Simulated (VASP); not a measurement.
# Y (P6_3/mmc) in VASP: further runs

Y is run at these levels: LDA; tasks: single point, relaxation of cell and atoms.

All numbers are computed with VASP 6.6.1; they aren't measurements. Logs are shortened: lines on timing, memory, paths and dates and some standing lists are left out, and cuts for length are marked.

### 1 The cell of the first run

Symmetry: P6_3/mmc, No. 194, hexagonal system. Conventional cell: a = 3.522 Å, b = 3.522 Å, c = 5.551 Å, α = 90.00°, β = 90.00°, γ = 120.00°. Within 4.5 Å of Y (site symmetry -6m2) lie 12 Y at 3.44 to 3.52 Å.

### 2 Single point, LDA

INCAR reads:

```
ALGO = Normal ; EDIFF = 1E-6
ENCUT = 520 ; GGA = CA
ISIF = 2 ; ISMEAR = 1
LASPH = T ; LCHARG = F
LREAL = F ; LWAVE = F
NBANDS = 18 ; NELM = 100
PREC = Accurate ; SIGMA = 0.1
```

KPOINTS reads:

```
k-points
0
Gamma
  8 8 5
```

POSCAR reads:

```
Y
1.0
    3.5216386301      0.0000000000      0.0000000000
   -1.7608193151      3.0498285166      0.0000000000
    0.0000000000      0.0000000000      5.5507310808
Y
2
Direct
    0.3333333333      0.6666666667      0.2500000000
    0.6666666667      0.3333333333      0.7500000000
```

Potentials or basis: VASP PAW LDA potentials, release 64 (Y_sv).

On the command line:

```console
> cat potpaw_LDA.64/Y_sv/POTCAR > POTCAR
> mpirun -np 1 vasp_std > vasp.out
```

OUTCAR:

```text
EDIFF = 1E-6
   ENCUT = 520
   GGA = CA
   ISIF = 2
   ISMEAR = 1
   LASPH = T
   LREAL = F
   NELM = 100
   PREC = Accurate

 ion  position               nearest neighbor table
   1  0.333  0.667  0.250-   2 3.44   2 3.44   2 3.44   2 3.44   2 3.44   2 3.44
   2  0.667  0.333  0.750-   1 3.44   1 3.44   1 3.44   1 3.44   1 3.44   1 3.44

  LATTYP: Found a hexagonal cell.
 ALAT       =     3.5216386301
 C/A-ratio  =     1.5761784964

  Lattice vectors:

 A1 = (   3.5216386301,   0.0000000000,   0.0000000000)
 A2 = (  -1.7608193151,   3.0498285166,   0.0000000000)
 A3 = (   0.0000000000,   0.0000000000,   5.5507310808)

Analysis of symmetry for initial positions (statically):
=====================================================================
 Subroutine PRICEL returns:
 Original cell was already a primitive cell.

 Routine SETGRP: Setting up the symmetry group for a
 hexagonal supercell.

 Subroutine GETGRP returns: Found 24 space group operations
 (whereof 12 operations were pure point group operations)
 out of a pool of 24 trial point group operations.

The static configuration has the point symmetry D_3d.
 The point group associated with its full space group is D_6h.

Analysis of symmetry for dynamics (positions and initial velocities):
=====================================================================
 Subroutine PRICEL returns:
 Original cell was already a primitive cell.

 Routine SETGRP: Setting up the symmetry group for a
 hexagonal supercell.

 Subroutine GETGRP returns: Found 24 space group operations
 (whereof 12 operations were pure point group operations)
 out of a pool of 24 trial point group operations.

The dynamic configuration has the point symmetry D_3d.
 The point group associated with its full space group is D_6h.

 Subroutine INISYM returns: Found 24 space group operations
 (whereof 12 operations are pure point group operations),
 and found     1 'primitive' translations

----------------------------------------------------------------------------------------

                                     Primitive cell

  volume of cell :      59.6170

  direct lattice vectors                    reciprocal lattice vectors
     3.521638630  0.000000000  0.000000000     0.283958721  0.163943644  0.000000000
    -1.760819315  3.049828517  0.000000000     0.000000000  0.327887288  0.000000000
     0.000000000  0.000000000  5.550731081     0.000000000  0.000000000  0.180156449

  length of vectors
     3.521638630  3.521638630  5.550731081     0.327887288  0.327887288  0.180156449

  position of ions in fractional coordinates (direct lattice)
     0.333333333  0.666666667  0.250000000
     0.666666667  0.333333333  0.750000000

  ion indices of the primitive-cell ions
   primitive index   ion index
                 1           1
                 2           2

----------------------------------------------------------------------------------------

 KPOINTS: k-points

Automatic generation of k-mesh.
 Grid dimensions read from file:
 generate k-points for:    8    8    5

 Generating k-lattice:

  Cartesian coordinates                     Fractional coordinates (reciprocal lattice)
     0.035494840  0.020492955  0.000000000     0.125000000  0.000000000  0.000000000
     0.000000000  0.040985911  0.000000000     0.000000000  0.125000000  0.000000000
     0.000000000  0.000000000  0.036031290     0.000000000  0.000000000  0.200000000

  Length of vectors
     0.040985911  0.040985911  0.036031290

  Shift w.r.t. Gamma in fractional coordinates (k-lattice)
     0.000000000  0.000000000  0.000000000

 Subroutine IBZKPT returns following result:
 ===========================================

 Found     30 irreducible k-points:

 Following reciprocal coordinates:
            Coordinates               Weight
  0.000000  0.000000  0.000000      1.000000
  0.125000  0.000000  0.000000      6.000000
  0.250000  0.000000  0.000000      6.000000
  0.375000  0.000000  0.000000      6.000000
  0.500000  0.000000  0.000000      3.000000
  0.125000  0.125000  0.000000      6.000000
[... 16 lines left out ...]
  0.250000  0.000000  0.400000     12.000000
  0.375000  0.000000  0.400000     12.000000
 [... further k-points ...]
   k-points           NKPTS =     30   k-points in BZ     NKDIM =     30   number of bands    NBANDS=     18
   number of dos      NEDOS =    301   number of ions     NIONS =      2
   total plane-waves  NPLWV =  32928
   dimension x,y,z NGX =    28 NGY =   28 NGZ =   42
   dimension x,y,z NGXF=    56 NGYF=   56 NGZF=   84
   ions per type =               2
   NGX,Y,Z   is equivalent  to a cutoff of  13.22, 13.22, 12.58 a.u.
   NGXF,Y,Z  is equivalent  to a cutoff of  26.44, 26.44, 25.16 a.u.
 SYSTEM =  unknown system
   PREC   = accura    normal or accurate (medium, high low for compatibility)
   ISTART =      0    job   : 0-new  1-cont  2-samecut
   ICHARG =      2    charge: 1-file 2-atom 10-const
   ISPIN  =      1    spin polarized calculation?
   LNONCOLLINEAR =      F non collinear calculations
   LSORBIT =      F    spin-orbit coupling
   LASPH  =      T    aspherical Exc in radial PAW
   ENCUT  =  520.0 eV  38.22 Ry    6.18 a.u.   6.55  6.55 10.32*2*pi/ulx,y,z
   NELM   =    100;   NELMIN=  2; NELMDL= -5     # of ELM steps
   EDIFF  = 0.1E-05   stopping-criterion for ELM
   LREAL  =      F    real-space projection
   EDIFFG = 0.1E-04   stopping-criterion for IOM
   NSW    =      0    number of steps for IOM
   IBRION =     -1    ionic relax: 0-MD 1-quasi-New 2-CG
   NFREE  =      0    steps in history (QN), initial steepest desc. (CG)
   ISIF   =      2    stress and relaxation
   ISYM   =      2    0-nonsym 1-usesym 2-fastsym
   POTIM  = 0.5000    time-step for ionic-motion
   TEBEG  =    0.0;   TEEND  =   0.0 temperature during run
   PSTRESS=    0.0 pullay stress
   NELECT =      22.0000    total number of electrons
   NUPDOWN=      -1.0000    fix difference up-down
   EMIN   =  10.00;   EMAX   =-10.00  energy-range for DOS
   EFERMI =   0.00;   METHOD = LEGACY
   ISMEAR =     1;   SIGMA  =   0.10  broadening in eV -4-tet -1-fermi 0-gaus
   EFERMI_NEDOS =   21; number of points for ismear=-14 and -15
   IALGO  =     38    algorithm
   IMIX   =      4    mixing-type and parameters
     AMIX     =   0.40;   BMIX     =  1.00
     AMIX_MAG =   1.60;   BMIX_MAG =  1.00
  volume/ion in A,a.u.               =      29.81       201.16
  Fermi-wavevector in a.u.,A,eV,Ry     =   1.174246  2.219002 18.760429  1.378853
  Thomas-Fermi vector in A             =   2.310646
   LORBIT       =      0    0 simple, 1 ext, 2 COOP (PROOUT), +10 PAW based schemes
   GGA     = CA    functional components
   LHFCALC =     F    Hartree Fock is set to
   AEXX    =    0.0000 exact exchange contribution
   IVDW    =     0    specifies the selected vdW correction
   LEPSILON=     F    determine dielectric tensor
   LRPA    =     F    only Hartree local field effects (RPA)
 non-spin polarized calculation
 Methfessel and Paxton  Order N= 1 SIGMA  =   0.10
  energy-cutoff  :      520.00
  volume of cell :       59.62
 maximum number of plane-waves:      1640
 NGX is ok and might be reduce to    28
   NGX = 13   NGY = 13   NGZ = 21

 number of electron      22.0000001 magnetization

 Free energy of the ion-electron system (eV)
  ---------------------------------------------------
  ext. energy  EPLUGINS =         0.00000000
  ---------------------------------------------------
  free energy    TOTEN  =       -13.87900242 eV

  energy without entropy =      -13.87420916  energy(sigma->0) =      -13.87740467

 E-fermi :   3.2903     XC(G=0): -10.0249

 val. band max:        3.2745270084   @ k =   0.2500   0.0000   0.0000
 cond. band min:       3.2984214507   @ k =   0.2500   0.1250   0.0000
 fundamental gap:      0.0238944423
 Fermi energy:         3.2902514847

 k-point     1 :       0.0000    0.0000    0.0000
  band No.  band energies     occupation
      1     -38.9055      2.00000
      2     -38.7932      2.00000
      3     -19.4407      2.00000
      4     -18.7751      2.00000
      5     -18.7751      2.00000
      6     -18.6555      2.00000
[... 10 lines left out ...]
     17       6.2826      0.00000
     18       6.2826      0.00000

 k-point     2 :       0.1250    0.0000    0.0000
  band No.  band energies     occupation
      1     -38.8935      2.00000
      2     -38.7888      2.00000
      3     -19.4025      2.00000
      4     -18.8545      2.00000
      5     -18.8014      2.00000
      6     -18.7382      2.00000
[... 10 lines left out ...]
     17       5.9590      0.00000
     18       6.0989      0.00000

 k-point     3 :       0.2500    0.0000    0.0000
  band No.  band energies     occupation
      1     -38.8632      2.00000
      2     -38.7795      2.00000
      3     -19.2997      2.00000
      4     -19.0466      2.00000
      5     -18.9268      2.00000
      6     -18.8611      2.00000
[... 10 lines left out ...]
     17       6.7029      0.00000
     18       7.0162      0.00000

 k-point     4 :       0.3750    0.0000    0.0000
  band No.  band energies     occupation
      1     -38.8289      2.00000
      2     -38.7740      2.00000
      3     -19.2377      2.00000
      4     -19.1678      2.00000
      5     -19.1026      2.00000
      6     -18.9174      2.00000
[... 375 lines left out ...]
      4     -18.9580      2.00000
      5     -18.7902      2.00000
      6     -18.7550      2.00000
[... 10 lines left out ...]
     17       7.4689      0.00000
     18       7.5572      0.00000

 k-point    23 :       0.2500    0.0000    0.4000
  band No.  band energies     occupation
      1     -38.8344      2.00000
      2     -38.8086      2.00000
      3     -19.2162      2.00000
      4     -19.1062      2.00000
      5     -18.8759      2.00000
      6     -18.8039      2.00000
[... 10 lines left out ...]
     17       7.5337      0.00000
     18       7.6719      0.00000

 k-point    24 :       0.3750    0.0000    0.4000
  band No.  band energies     occupation
      1     -38.8099      2.00000
      2     -38.7930      2.00000
      3     -19.3295      2.00000
      4     -19.2707      2.00000
      5     -18.8836      2.00000
      6     -18.8514      2.00000
[... 10 lines left out ...]
     17       8.1773      0.00000
     18       8.3312      0.00000

 [... further k-points ...]

------------------------ aborting loop because EDIFF is reached ----------------------------------------

  FORCE on cell =-STRESS in cart. coord.  units (eV):
  Direction    XX          YY          ZZ          XY          YZ          ZX
  --------------------------------------------------------------------------------------
  -------------------------------------------------------------------------------------
  Total       -0.0588217     -0.0588217     -0.0348899      0.0000000     -0.0000000      0.0000000
  in kB       -1.5808040     -1.5808040     -0.9376481      0.0000000     -0.0000000      0.0000000
  external PRESSURE =      -1.3664187 kB  Pullay stress =       0.0000000 kB

 VOLUME and BASIS-vectors are now :
 -----------------------------------------------------------------------------
  energy-cutoff  :      520.00
  volume of cell :       59.62
      direct lattice vectors                 reciprocal lattice vectors
     3.521638630  0.000000000  0.000000000     0.283958721  0.163943644  0.000000000
    -1.760819315  3.049828517  0.000000000     0.000000000  0.327887288  0.000000000
     0.000000000  0.000000000  5.550731081     0.000000000  0.000000000  0.180156449

 POSITION                                       TOTAL-FORCE (eV/Angst)
 -----------------------------------------------------------------------------------
     -0.00000      2.03322      1.38768         0.000000     -0.000000      0.000000
      1.76082      1.01661      4.16305        -0.000000      0.000000      0.000000
 -----------------------------------------------------------------------------------
    total drift:                               -0.000000      0.000000     -0.000000

  FREE ENERGIE OF THE ION-ELECTRON SYSTEM (eV)
  ---------------------------------------------------
  free  energy   TOTEN  =       -13.8790024191 eV

  energy  without entropy=      -13.8742091617  energy(sigma->0) =      -13.87740467
```

Run time: 52 s. Hardware: 1 thread of Intel Xeon 8259CL, shared host; peak memory 0.17 GiB.

Results:

| Item | Value |
| --- | --- |
| Free energy | -13.8790 eV |
| Pressure | -0.1 GPa |
| Band gap on the k mesh | zero (bands 11 and 12 overlap by 1.64 eV) |

Levels at points of the mesh, in eV from the Fermi level:
| k point | band 9 | band 10 | band 11 | band 12 | band 13 | band 14 |
| --- | --- | --- | --- | --- | --- | --- |
| (0.00, 0.00, 0.00) | -4.79 | -2.01 | 1.29 | 1.81 | 1.81 | 2.11 |
| (0.50, 0.00, 0.00) | -1.68 | -1.36 | -0.96 | 0.17 | 1.52 | 1.56 |

### 3 Relaxation of cell and atoms, LDA

This run uses another cell than the first one, of 33.01 Å³/atom.

INCAR reads:

```
PREC = Accurate
ENCUT = 600
EDIFF = 1E-6
ISMEAR = 1
SIGMA = 0.1
LREAL = F
LASPH = T
NELM = 60
ALGO = Normal
ISIF = 3
LWAVE = F
LCHARG = F
IBRION = 2
NSW = 80
EDIFFG = -0.01
```

KPOINTS reads:

```
Automatic mesh
0
Gamma
  8 8 5
```

POSCAR reads:

```
Y
1.0
    3.6474000000      0.0000000000      0.0000000000
   -1.8237000000      3.1587410600      0.0000000000
    0.0000000000      0.0000000000      5.7306000000
Y
2
Direct
    0.3333333328      0.6666666656      0.2500000000
    0.6666666672      0.3333333344      0.7500000000
```

Potentials or basis: VASP PAW LDA potentials, release 64 (Y_sv).

On the command line:

```console
> cat potpaw_LDA.64/Y_sv/POTCAR > POTCAR
> mpirun -np 1 vasp_std > vasp.out
```

Wall time 5 min (1 thread of Intel Xeon 8259CL, shared host); peak memory 0.21 GiB.

The run converged. Its results:

| Property | Result |
| --- | --- |
| Free energy | -13.8794 eV |
| Relaxed volume | 29.68 Å³/atom |
| Relaxed cell | a = 3.514 Å, b = 3.514 Å, c = 5.551 Å, α = 90.00°, β = 90.00°, γ = 120.00° |
| Space group after relaxing (to 0.1 Å) | P6_3/mmc (No. 194) |
| Energy gained by relaxing | 42.1 meV/atom |
| Ionic steps | 7 |
| Pressure after relaxing | 0.0 GPa |
| Band gap on the k mesh | zero (bands 11 and 12 overlap by 1.63 eV) |

Step by step:
| step | energy change (eV) | largest force (eV/Å) | pressure (GPa) | volume (Å³) |
| --- | --- | --- | --- | --- |
| 1 | 0.0000 | 0.0000 | -3.87 | 66.02 |
| 2 | -0.0822 | 0.0000 | 0.59 | 58.70 |
| 3 | -0.0837 | 0.0000 | 0.00 | 59.50 |
| 4 | -0.0837 | 0.0000 | -0.10 | 59.63 |
| 5 | -0.0839 | 0.0000 | -0.09 | 59.60 |
| 6 | -0.0841 | 0.0000 | -0.09 | 59.55 |
| 7 | -0.0841 | 0.0000 | 0.04 | 59.36 |

Final structure:
```xyz
2
Lattice="3.5140 0.0000 0.0000 -1.7570 3.0432 0.0000 0.0000 0.0000 5.5508" Properties=species:S:1:pos:R:3 pbc="T T T"
Y     0.0000    2.0288    1.3877
Y     1.7570    1.0144    4.1631
```

Levels at points of the mesh, in eV from the Fermi level:
| k point | band 7 | band 8 | band 9 | band 10 | band 11 | band 12 | band 13 | band 14 | band 15 |
| --- | --- | --- | --- | --- | --- | --- | --- | --- | --- |
| (0.00, 0.00, 0.00) | -21.93 | -21.89 | -4.80 | -2.02 | 1.29 | 1.82 | 1.82 | 2.10 | 2.49 |
| (0.50, 0.00, 0.00) | -22.10 | -22.02 | -1.68 | -1.37 | -0.97 | 0.18 | 1.53 | 1.55 | 2.24 |

LDA usually gives volumes a few per cent too small. Zero-point motion and thermal expansion aren't in these numbers.
